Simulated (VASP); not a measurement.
Cr:

```
Cr
1.0
     2.96890    0.00000    0.00000
     0.00000    2.96890    0.00000
     0.00000    0.00000    2.96890
Cr
2
Direct
  0.00000 0.00000 0.00000
  0.50000 0.50000 0.50000
```

Base run:

* Program: VASP 6.6.1
* Functional: PBE
* Potentials or basis: VASP PAW PBE potentials, release 64 (Cr_pv)
* Cutoff: 520 eV
* k mesh: 11 × 11 × 11
* Occupations: fermi-dirac, width 0.05 eV
* Spin: collinear spin, antiferromagnetic start
* Starting moments: [-3.0, 3.0] μB
* Hubbard terms: Cr d U = 5.0 eV

Its results: band gap on the k mesh 0.51 eV; pressure 36.4 GPa; net moment 0.00 μB per cell; site moments Cr -3.72, +3.72 μB.

**Question.** The run is repeated on the same cell with these changes: hubbard terms from Cr d U = 5.0 eV to Cr d U = 3.0 eV. What comes out?

**Answer.** Band gap on the k mesh 0.21 eV; pressure 21.9 GPa; net moment 0.00 μB per cell; site moments Cr -3.29, +3.29 μB.

Caveats: the U is typed as a test and isn't derived for this compound.

A k mesh can miss the band edges.
